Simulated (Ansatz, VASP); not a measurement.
One calculation of Au2I3, two programs

File INCAR:

```
SYSTEM = Au2I3
ALGO = Normal ; EDIFF = 1E-7
ENCUT = 520 ; GGA = PE
ISIF = 2 ; ISMEAR = 0
LASPH = .True. ; LCHARG = .False.
LREAL = .False. ; LWAVE = .False.
NBANDS = 30 ; NELM = 60
PREC = Accurate ; SIGMA = 0.1
```

File KPOINTS:

```
k-points
0
Gamma
  4 4 4
  0 0 0
```

File POSCAR:

```
Au2I3
1.0
    5.8928199700      0.0000000000      0.0000000000
    0.0000000000      5.8928199700      0.0000000000
    0.0000000000      0.0000000000      5.8928199700
Au I
2 3
Direct
    0.5000000000      0.5000000000      0.5000000000
    0.0000000000      0.0000000000      0.0000000000
    0.5000000000      0.0000000000      0.0000000000
    0.0000000000      0.5000000000      0.0000000000
    0.0000000000      0.0000000000      0.5000000000
```

Input for Ansatz:

```yaml
crystal:
  lattice:
    - [5.89281997, 0.0, 0.0]
    - [0.0, 5.89281997, 0.0]
    - [0.0, 0.0, 5.89281997]
  atoms:
    - { symbol: Au, position: [0.5, 0.5, 0.5] }
    - { symbol: Au, position: [0.0, 0.0, 0.0] }
    - { symbol: I, position: [0.5, 0.0, 0.0] }
    - { symbol: I, position: [0.0, 0.5, 0.0] }
    - { symbol: I, position: [0.0, 0.0, 0.5] }
basis:
  ecutwfc: 420
kpoints:
  mp_grid: { grid: [4, 4, 4] }
hamiltonian:
  xc: pbe
scf:
  occupations: { method: gaussian, width: 0.1 }
  lower_state_search: "off"
output:
  forces: true
  stress: true
  eigenvalues: true
```

Alike in both runs: task single point; functional PBE; k mesh 4 × 4 × 4; occupations gaussian, width 0.1 eV; no spin polarisation.

```csv
,VASP,Ansatz
version,VASP 6.6.1,Ansatz 0.2.0
potentials or method,"VASP PAW PBE potentials, release 64 (Au, I), cutoff 520 eV","scalar-relativistic, plane waves, PAW"
valence electrons in the cell,43,89
```

```tsv
	VASP	Ansatz	Ansatz less VASP
gap on the k mesh at the Fermi level (eV)	none	none	-
pressure (GPa)	-2.6	-2.6	+0.05
```

A gap of «none» marks a metal or a gap that the smearing closes. With one functional, cell and mesh, what is left measures potentials, basis and numerics. VASP's potentials hold 43 valence electrons a cell and Ansatz's 89, so a difference there can come from the potentials and not from the codes.

Spin-orbit coupling is off throughout.
